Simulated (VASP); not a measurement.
# TiO2 (R-3m) in VASP: a series of runs

The runs below take TiO2 through single point, with PBE+D3(BJ)+U.

All numbers are computed with VASP 6.6.1; they aren't measurements. Logs are shortened: lines on timing, memory, paths and dates and some standing lists are left out, and cuts for length are marked.

### Step 1. The cell of the first run

It takes space group R-3m (No. 166, trigonal). The conventional cell has a = 2.798 Å, b = 2.798 Å, c = 13.628 Å, α = 90.00°, β = 90.00°, γ = 120.00°. Within 2.4 Å of Ti (site symmetry -3m) lie 6 O at 1.84 Å. Within 2.4 Å of O (site symmetry 3m) lie 3 Ti at 1.84 Å and 3 O at 2.40 Å.

### Step 2. Single point, PBE+D3(BJ)+U

Contents of INCAR:

```
SYSTEM = TiO2
  PREC = Accurate
  ENCUT = 520
  EDIFF = 1E-6
  ISMEAR = 0
  SIGMA = 0.05
  LREAL = .False.
  LASPH = .True.
  NELM = 150
  ALGO = Normal
  ISIF = 2
  LWAVE = .False.
  LCHARG = .False.
  LMAXMIX = 4
  LDAU = .True.
  LDAUTYPE = 2
  LDAUL = 2 -1
  LDAUU = 4 0
  LDAUJ = 0 0
  LDAUPRINT = 1
  GGA = PE
  IVDW = 12
  NBANDS = 19
```

Contents of KPOINTS:

```
Automatic mesh
0
Gamma
  9 9 9
  0 0 0
```

Contents of POSCAR:

```
TiO2
1.0
    1.3987500000      0.8075686890      4.5427333333
   -1.3987500000      0.8075686890      4.5427333333
    0.0000000000     -1.6151373781      4.5427333333
Ti O
1 2
Direct
    0.0000000000      0.0000000000      0.0000000000
    0.6017580785      0.6017580785      0.6017580785
    0.3982419215      0.3982419215      0.3982419215
```

Potentials or basis: VASP PAW PBE potentials, release 64 (Ti_sv, O).

Run with:

```bash
$ cat potpaw_PBE.64/Ti_sv/POTCAR potpaw_PBE.64/O/POTCAR > POTCAR
$ mpirun -np 1 vasp_std > vasp.out
```

OUTCAR:

```text
SYSTEM = TiO2
   PREC = Accurate
   ENCUT = 520
   EDIFF = 1E-6
   ISMEAR = 0
   LREAL = .False.
   LASPH = .True.
   NELM = 150
   ISIF = 2
   GGA = PE
   IVDW = 12
 IVDW          = 12

 ion  position               nearest neighbor table
   1  0.000  0.000  0.000-   2 1.84   3 1.84   2 1.84   2 1.84   3 1.84   3 1.84
   2  0.602  0.602  0.602-   1 1.84   1 1.84   1 1.84
   3  0.398  0.398  0.398-   1 1.84   1 1.84   1 1.84

  LATTYP: Found a trigonal (rhomboedric) cell.
 ALAT       =     4.8213167172
 COS(alpha) =     0.8316632759

  Lattice vectors:

 A1 = (   1.3987500000,   0.8075686890,   4.5427333333)
 A2 = (  -1.3987500000,   0.8075686890,   4.5427333333)
 A3 = (   0.0000000000,  -1.6151373781,   4.5427333333)

Analysis of symmetry for initial positions (statically):
=====================================================================
 Subroutine PRICEL returns:
 Original cell was already a primitive cell.

 Routine SETGRP: Setting up the symmetry group for a
 trigonal (rhombohedral) supercell.

 Subroutine GETGRP returns: Found 12 space group operations
 (whereof 12 operations were pure point group operations)
 out of a pool of 12 trial point group operations.

The static configuration has the point symmetry D_3d.

Analysis of symmetry for dynamics (positions and initial velocities):
=====================================================================
 Subroutine PRICEL returns:
 Original cell was already a primitive cell.

 Routine SETGRP: Setting up the symmetry group for a
 trigonal (rhombohedral) supercell.

 Subroutine GETGRP returns: Found 12 space group operations
 (whereof 12 operations were pure point group operations)
 out of a pool of 12 trial point group operations.

The dynamic configuration has the point symmetry D_3d.

 Subroutine INISYM returns: Found 12 space group operations
 (whereof 12 operations are pure point group operations),
 and found     1 'primitive' translations

----------------------------------------------------------------------------------------

                                     Primitive cell

  volume of cell :      30.7885

  direct lattice vectors                    reciprocal lattice vectors
     1.398750000  0.807568689  4.542733333     0.357462020  0.206380793  0.073377262
    -1.398750000  0.807568689  4.542733333    -0.357462020  0.206380793  0.073377262
     0.000000000 -1.615137378  4.542733333     0.000000000 -0.412761587  0.073377262

  length of vectors
     4.821316717  4.821316717  4.821316717     0.419233050  0.419233050  0.419233050

  position of ions in fractional coordinates (direct lattice)
     0.000000000  0.000000000  0.000000000
     0.601758078  0.601758078  0.601758078
     0.398241922  0.398241922  0.398241922

  ion indices of the primitive-cell ions
   primitive index   ion index
                 1           1
                 2           2
                 3           3

----------------------------------------------------------------------------------------

 KPOINTS: Automatic mesh

Automatic generation of k-mesh.
 Grid dimensions read from file:
 generate k-points for:    9    9    9

 Generating k-lattice:

  Cartesian coordinates                     Fractional coordinates (reciprocal lattice)
     0.039718002  0.022931199  0.008153029     0.111111111  0.000000000  0.000000000
    -0.039718002  0.022931199  0.008153029     0.000000000  0.111111111  0.000000000
     0.000000000 -0.045862399  0.008153029     0.000000000  0.000000000  0.111111111

  Length of vectors
     0.046581450  0.046581450  0.046581450

  Shift w.r.t. Gamma in fractional coordinates (k-lattice)
     0.000000000  0.000000000  0.000000000

 Subroutine IBZKPT returns following result:
 ===========================================

 Found     85 irreducible k-points:

 Following reciprocal coordinates:
            Coordinates               Weight
  0.000000  0.000000  0.000000      1.000000
  0.111111 -0.000000  0.000000      6.000000
  0.222222 -0.000000 -0.000000      6.000000
  0.333333 -0.000000  0.000000      6.000000
  0.444444 -0.000000 -0.000000      6.000000
  0.111111  0.111111  0.000000      6.000000
[... 16 lines left out ...]
 -0.333333  0.333333  0.000000      6.000000
  0.444444  0.444444 -0.000000      6.000000
 [... further k-points ...]
   k-points           NKPTS =     85   k-points in BZ     NKDIM =     85   number of bands    NBANDS=     19
   number of dos      NEDOS =    301   number of ions     NIONS =      3
   total plane-waves  NPLWV =  46656
   dimension x,y,z NGX =    36 NGY =   36 NGZ =   36
   dimension x,y,z NGXF=    72 NGYF=   72 NGZF=   72
   ions per type =               1   2
   NGX,Y,Z   is equivalent  to a cutoff of  12.41, 12.41, 12.41 a.u.
   NGXF,Y,Z  is equivalent  to a cutoff of  24.83, 24.83, 24.83 a.u.
 SYSTEM =  TiO2
   PREC   = accura    normal or accurate (medium, high low for compatibility)
   ISTART =      0    job   : 0-new  1-cont  2-samecut
   ICHARG =      2    charge: 1-file 2-atom 10-const
   ISPIN  =      1    spin polarized calculation?
   LNONCOLLINEAR =      F non collinear calculations
   LSORBIT =      F    spin-orbit coupling
   LASPH  =      T    aspherical Exc in radial PAW
   ENCUT  =  520.0 eV  38.22 Ry    6.18 a.u.   8.96  8.96  8.96*2*pi/ulx,y,z
   NELM   =    150;   NELMIN=  2; NELMDL= -5     # of ELM steps
   EDIFF  = 0.1E-05   stopping-criterion for ELM
   LREAL  =      F    real-space projection
   EDIFFG = 0.1E-04   stopping-criterion for IOM
   NSW    =      0    number of steps for IOM
   IBRION =     -1    ionic relax: 0-MD 1-quasi-New 2-CG
   NFREE  =      0    steps in history (QN), initial steepest desc. (CG)
   ISIF   =      2    stress and relaxation
   ISYM   =      2    0-nonsym 1-usesym 2-fastsym
   POTIM  = 0.5000    time-step for ionic-motion
   TEBEG  =    0.0;   TEEND  =   0.0 temperature during run
   PSTRESS=    0.0 pullay stress
   NELECT =      24.0000    total number of electrons
   NUPDOWN=      -1.0000    fix difference up-down
   EMIN   =  10.00;   EMAX   =-10.00  energy-range for DOS
   EFERMI =   0.00;   METHOD = LEGACY
   ISMEAR =     0;   SIGMA  =   0.05  broadening in eV -4-tet -1-fermi 0-gaus
   EFERMI_NEDOS =   21; number of points for ismear=-14 and -15
   IALGO  =     38    algorithm
   IMIX   =      4    mixing-type and parameters
     AMIX     =   0.40;   BMIX     =  1.00
     AMIX_MAG =   1.60;   BMIX_MAG =  1.00
  volume/ion in A,a.u.               =      10.26        69.26
  Fermi-wavevector in a.u.,A,eV,Ry     =   1.506662  2.847179 30.885646  2.270031
  Thomas-Fermi vector in A             =   2.617350
   LORBIT       =      0    0 simple, 1 ext, 2 COOP (PROOUT), +10 PAW based schemes
 LDA+U is selected, type is set to LDAUTYPE =  2
   angular momentum for each species LDAUL =     2   -1
   U (eV)           for each species LDAUU =   4.0  0.0
   J (eV)           for each species LDAUJ =   0.0  0.0
   GGA     = PE    functional components
   LHFCALC =     F    Hartree Fock is set to
   AEXX    =    0.0000 exact exchange contribution
   IVDW    =    12    specifies the selected vdW correction
   LEPSILON=     F    determine dielectric tensor
   LRPA    =     F    only Hartree local field effects (RPA)
 non-spin polarized calculation
 Gauss-broadening in eV      SIGMA  =   0.05
  energy-cutoff  :      520.00
  volume of cell :       30.79
 maximum number of plane-waves:       845
   NGX = 17   NGY = 17   NGZ = 17

atom =   1  type =  1  l = 2

 onsite density matrix

spin component  1

  0.2151 -0.0000  0.0000 -0.0995 -0.0000
 -0.0000  0.2259 -0.0000  0.0000 -0.0995
  0.0000 -0.0000  0.1128 -0.0000  0.0000
 -0.0995  0.0000 -0.0000  0.2259 -0.0000
 -0.0000 -0.0995  0.0000 -0.0000  0.2151

spin component  2

  0.2151 -0.0000  0.0000 -0.0995 -0.0000
 -0.0000  0.2259 -0.0000  0.0000 -0.0995
  0.0000 -0.0000  0.1128 -0.0000  0.0000
 -0.0995  0.0000 -0.0000  0.2259 -0.0000
 -0.0000 -0.0995  0.0000 -0.0000  0.2151

 occupancies and eigenvectors

  o =  0.1128  v =  0.0000 -0.0000  1.0000  0.0000 -0.0000  0.0000  0.0000  0.0000  0.0000  0.0000      0.0000  0.0000  0.0000  0.0000  0.0000  0.0000  0.0000  0.0000  0.0000  0.0000
  o =  0.1128  v =  0.0000  0.0000  0.0000  0.0000  0.0000  0.0000 -0.0000  1.0000  0.0000 -0.0000      0.0000  0.0000  0.0000  0.0000  0.0000  0.0000  0.0000  0.0000  0.0000  0.0000
  o =  0.1209  v =  0.0000  0.0000  0.0000  0.0000  0.0000 -0.7260  0.0000  0.0000 -0.6877 -0.0000      0.0000  0.0000  0.0000  0.0000  0.0000  0.0000  0.0000  0.0000  0.0000  0.0000
  o =  0.1209  v = -0.7260  0.0000  0.0000 -0.6877 -0.0000  0.0000  0.0000  0.0000  0.0000  0.0000      0.0000  0.0000  0.0000  0.0000  0.0000  0.0000  0.0000  0.0000  0.0000  0.0000
  o =  0.1209  v =  0.0000  0.0000  0.0000  0.0000  0.0000  0.0000 -0.6877 -0.0000  0.0000 -0.7260      0.0000  0.0000  0.0000  0.0000  0.0000  0.0000  0.0000  0.0000  0.0000  0.0000
  o =  0.1209  v =  0.0000 -0.6877 -0.0000  0.0000 -0.7260  0.0000  0.0000  0.0000  0.0000  0.0000      0.0000  0.0000  0.0000  0.0000  0.0000  0.0000  0.0000  0.0000  0.0000  0.0000
  o =  0.3202  v =  0.0000  0.7260 -0.0000  0.0000 -0.6877  0.0000  0.0000  0.0000  0.0000  0.0000      0.0000  0.0000  0.0000  0.0000  0.0000  0.0000  0.0000  0.0000  0.0000  0.0000
  o =  0.3202  v =  0.0000  0.0000  0.0000  0.0000  0.0000  0.0000  0.7260 -0.0000  0.0000 -0.6877      0.0000  0.0000  0.0000  0.0000  0.0000  0.0000  0.0000  0.0000  0.0000  0.0000
  o =  0.3202  v =  0.6877  0.0000  0.0000 -0.7260 -0.0000  0.0000  0.0000  0.0000  0.0000  0.0000      0.0000  0.0000  0.0000  0.0000  0.0000  0.0000  0.0000  0.0000  0.0000  0.0000
  o =  0.3202  v =  0.0000  0.0000  0.0000  0.0000  0.0000  0.6877  0.0000  0.0000 -0.7260 -0.0000      0.0000  0.0000  0.0000  0.0000  0.0000  0.0000  0.0000  0.0000  0.0000  0.0000

 number of electron      24.0000003 magnetization

 Free energy of the ion-electron system (eV)
  ---------------------------------------------------
  ext. energy  EPLUGINS =         0.00000000
  ---------------------------------------------------
  free energy    TOTEN  =       -22.15369300 eV

  energy without entropy =      -22.15369300  energy(sigma->0) =      -22.15369300

 E-fermi :   4.7581     XC(G=0): -11.0318

 val. band max:        4.3910923954   @ k =  -0.1111   0.2222   0.1111
 cond. band min:       8.0992789264   @ k =   0.0000   0.0000   0.0000
 fundamental gap:      3.7081865310
 Fermi energy:         4.7580763687

 k-point     1 :       0.0000    0.0000    0.0000
  band No.  band energies     occupation
      1     -52.3498      2.00000
      2     -28.7040      2.00000
      3     -28.2129      2.00000
      4     -28.2129      2.00000
      5     -14.3626      2.00000
      6     -11.5236      2.00000
[... 11 lines left out ...]
     18      13.0529      0.00000
     19      17.2879      0.00000

 k-point     2 :       0.1111   -0.0000    0.0000
  band No.  band energies     occupation
      1     -52.3302      2.00000
      2     -28.6724      2.00000
      3     -28.3653      2.00000
      4     -28.2398      2.00000
      5     -14.1024      2.00000
      6     -11.6930      2.00000
[... 11 lines left out ...]
     18      13.5298      0.00000
     19      18.0289      0.00000

 k-point     3 :       0.2222   -0.0000   -0.0000
  band No.  band energies     occupation
      1     -52.2800      2.00000
      2     -28.7417      2.00000
      3     -28.5842      2.00000
      4     -28.3072      2.00000
      5     -13.4702      2.00000
      6     -12.0711      2.00000
[... 11 lines left out ...]
     18      14.6070      0.00000
     19      19.5706      0.00000

 k-point     4 :       0.3333   -0.0000    0.0000
  band No.  band energies     occupation
      1     -52.2222      2.00000
      2     -29.1365      2.00000
      3     -28.4906      2.00000
      4     -28.3829      2.00000
      5     -13.0220      2.00000
      6     -12.1757      2.00000
[... 407 lines left out ...]
     18      17.2740      0.00000
     19      19.5188      0.00000

 k-point    23 :      -0.3333    0.3333    0.0000
  band No.  band energies     occupation
      1     -52.1573      2.00000
      2     -29.0309      2.00000
      3     -29.0305      2.00000
      4     -28.3880      2.00000
      5     -12.4269      2.00000
      6     -12.3050      2.00000
[... 11 lines left out ...]
     18      18.0888      0.00000
     19      18.8757      0.00000

 k-point    24 :       0.4444    0.4444   -0.0000
  band No.  band energies     occupation
      1     -52.1841      2.00000
      2     -29.3830      2.00000
      3     -28.4320      2.00000
      4     -28.4274      2.00000
      5     -13.2390      2.00000
      6     -11.6646      2.00000
[... 11 lines left out ...]
     18      16.7610      0.00000
     19      19.2107      0.00000

 [... further k-points ...]

------------------------ aborting loop because EDIFF is reached ----------------------------------------

 Edisp (eV)   -0.73670

 E8    (eV) :    -0.2892

  FORCE on cell =-STRESS in cart. coord.  units (eV):
  Direction    XX          YY          ZZ          XY          YZ          ZX
  --------------------------------------------------------------------------------------
  -------------------------------------------------------------------------------------
  Total      15.48329    15.48329     8.87523     0.00000    -0.00000     0.00000
  in kB     805.72305   805.72305   461.85111     0.00000    -0.00000     0.00000
  external pressure =      691.10 kB  Pullay stress =        0.00 kB

 VOLUME and BASIS-vectors are now :
 -----------------------------------------------------------------------------
  energy-cutoff  :      520.00
  volume of cell :       30.79
      direct lattice vectors                 reciprocal lattice vectors
     1.398750000  0.807568689  4.542733333     0.357462020  0.206380793  0.073377262
    -1.398750000  0.807568689  4.542733333    -0.357462020  0.206380793  0.073377262
     0.000000000 -1.615137378  4.542733333     0.000000000 -0.412761587  0.073377262

 POSITION                                       TOTAL-FORCE (eV/Angst)
 -----------------------------------------------------------------------------------
      0.00000      0.00000      0.00000         0.000000      0.000000      0.000000
      0.00000     -0.00000      8.20088         0.000000      0.000000     -4.788238
      0.00000     -0.00000      5.42732         0.000000     -0.000000      4.788238
 -----------------------------------------------------------------------------------
    total drift:                                0.000000      0.000000     -0.000000

  FREE ENERGIE OF THE ION-ELECTRON SYSTEM (eV)
  ---------------------------------------------------
  free  energy   TOTEN  =       -22.8903905004 eV

  energy  without entropy=      -22.8903905004  energy(sigma->0) =      -22.89039050
```

It took 2.7 min on 1 thread of Intel Xeon 8259CL, shared host; peak memory 0.23 GiB.

Results:

- Free energy: -22.8904 eV
- Pressure: 69.1 GPa
- Largest force: 4.788 eV/Å
- Band gap on the k mesh: 3.71 eV (least direct gap 4.14 eV)
- Dispersion energy per atom: -0.246 eV

Forces on the atoms (eV/Å):
```
Ti   0.000  0.000  0.000
O    0.000  0.000 -4.788
O    0.000  0.000  4.788
```

Stress tensor (GPa, compression positive):
```
80.57  0.00  0.00
 0.00 80.57  0.00
 0.00  0.00 46.19
```

Eigenvalues of the final occupation matrices:
```
    site  spin  trace               eigenvalues
site 1 d     1   0.99  0.11 0.12 0.12 0.32 0.32
site 1 d     2   0.99  0.11 0.12 0.12 0.32 0.32
```

Caveat: the stress differs along the axes, from 46 to 81 GPa; forces of over 1 eV/Å act on the atoms, so gaps and moduli don't describe the material at rest.

(Part 1 of 2 ends here.)
